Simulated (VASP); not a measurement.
Crystal: CuPt6.

```
CELL_PARAMETERS angstrom
7.19463 0.00000 0.00000
-3.59732 6.23073 0.00000
0.00000 0.00000 2.61843
ATOMIC_POSITIONS crystal
Cu 0.00000 0.00000 0.50000
Pt 0.79058 0.20942 0.50000
Pt 0.79058 0.58116 0.50000
Pt 0.41884 0.20942 0.50000
Pt 0.20942 0.79058 0.50000
Pt 0.20942 0.41884 0.50000
Pt 0.58116 0.79058 0.50000
```

- Program: VASP 6.6.1
- Task: relaxation of cell and atoms
- Functional: PBE
- Potentials or basis: VASP PAW PBE potentials, release 64 (Cu, Pt)
- Cutoff: 600 eV
- k mesh: 3 × 3 × 6
- Occupations: gaussian, width 0.1 eV
- Spin: no spin polarisation

At the start: pressure 2.3 GPa; volume 16.77 Å³/atom.

Q: Where does the relaxation end?

A: Over 6 steps the energy falls by 9.8 meV/atom and the volume is 16.99 Å³/atom (+1.3 %); space group P6/mmm (No. 191, to 0.05 Å).

The path:
```csv
step,energy change (eV),largest force (eV/Å),pressure (GPa),volume (Å³)
1,0.0000,0.0391,2.32,117.38
2,-0.0106,0.0332,-3.10,121.47
3,-0.0669,0.0326,-0.83,119.45
4,-0.0669,0.0326,-0.78,119.41
5,-0.0649,0.0056,1.26,118.23
6,-0.0687,0.0179,0.05,118.93
```

Final structure:
```yaml
crystal:
  lattice:
    - [7.16500, 0.00000, 0.00000]
    - [-3.58250, 6.20507, 0.00000]
    - [0.00000, 0.00000, 2.67497]
  atoms:
    - { symbol: Cu, position: [0.00000, 0.00000, 0.50000] }
    - { symbol: Pt, position: [0.79070, 0.20930, 0.50000] }
    - { symbol: Pt, position: [0.79070, 0.58141, 0.50000] }
    - { symbol: Pt, position: [0.41859, 0.20930, 0.50000] }
    - { symbol: Pt, position: [0.20930, 0.79070, 0.50000] }
    - { symbol: Pt, position: [0.20930, 0.41859, 0.50000] }
    - { symbol: Pt, position: [0.58141, 0.79070, 0.50000] }
```

Caveat: the k points lie up to 0.39 Å⁻¹ apart in the final cell.
